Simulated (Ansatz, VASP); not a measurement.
# TiAl3: VASP beside Ansatz

Contents of INCAR:

```
ALGO     = Fast           # electronic algorithm
EDIFF    = 1E-6           # SCF threshold, eV
ENCUT    = 520            # plane-wave cutoff, eV
GGA      = CA             # functional
ISIF     = 2              # what is computed and relaxed
ISMEAR   = 0              # smearing method
LASPH    = T              # aspherical terms in the spheres
LCHARG   = F              # write CHGCAR
LREAL    = F              # projectors in reciprocal space
LWAVE    = F              # write WAVECAR
NBANDS   = 18             # bands
NELM     = 80             # most SCF steps
PREC     = Accurate       # precision mode
SIGMA    = 0.15           # smearing width, eV
```

KPOINTS

```
k-points
0
Gamma
  14 14 14
```

Contents of POSCAR:

```
TiAl3
1.0
   -1.7508520545      1.7508520545      4.2417642881
    1.7508520545     -1.7508520545      4.2417642881
    1.7508520545      1.7508520545     -4.2417642881
Ti Al
1 3
Direct
    0.0000000000      0.0000000000      0.0000000000
    0.5000000000      0.5000000000      0.0000000000
    0.7500000000      0.2500000000      0.5000000000
    0.2500000000      0.7500000000      0.5000000000
```

Input for Ansatz:

```yaml
crystal:
  lattice:
    - [-1.7508520545, 1.7508520545, 4.2417642881]
    - [1.7508520545, -1.7508520545, 4.2417642881]
    - [1.7508520545, 1.7508520545, -4.2417642881]
  atoms:
    - { symbol: Ti, position: [0.0, 0.0, 0.0] }
    - { symbol: Al, position: [0.5, 0.5, 0.0] }
    - { symbol: Al, position: [0.75, 0.25, 0.5] }
    - { symbol: Al, position: [0.25, 0.75, 0.5] }
basis:
  ecutwfc: 520.0
kpoints:
  mp_grid: { grid: [14, 14, 14] }
hamiltonian:
  xc: lda
  pseudopotentials: { kind: paw, azcp: { folder: soft_1 } }
scf:
  occupations: { method: gaussian, width: 0.15 }
output:
  forces: true
  stress: true
  eigenvalues: true
  write_density: true
  write_potential: true
  elf: true
  volumetric_format: npy
```

Change from the starting cell: normal strain along x -0.0733, normal strain along y -0.0733.

Alike in both runs: task single point; functional LDA; k mesh 14 × 14 × 14; occupations gaussian, width 0.15 eV; no spin polarisation.

|  | VASP | Ansatz |
| --- | --- | --- |
| version | VASP 6.6.1 | Ansatz 0.2.0 |
| potentials or method | VASP PAW LDA potentials, release 64 (Ti_sv, Al), cutoff 520 eV | scalar-relativistic, plane waves, PAW |
| valence electrons in the cell | 21 | 21 |

|  | VASP | Ansatz | Ansatz less VASP |
| --- | --- | --- | --- |
| gap on the k mesh at the Fermi level (eV) | none | none | - |
| pressure (GPa) | 25.5 | 25.1 | -0.35 |
| traceless stress, the component that is largest in VASP (GPa) | -15.97 | -15.93 | +0.039 |

Ansatz warns that its potentials were made for another functional, while VASP's fit it. LDA's correlation is that of Perdew and Zunger in VASP and of Perdew and Wang (1992) in Ansatz. A gap of «none» marks a metal or a gap that the smearing closes.
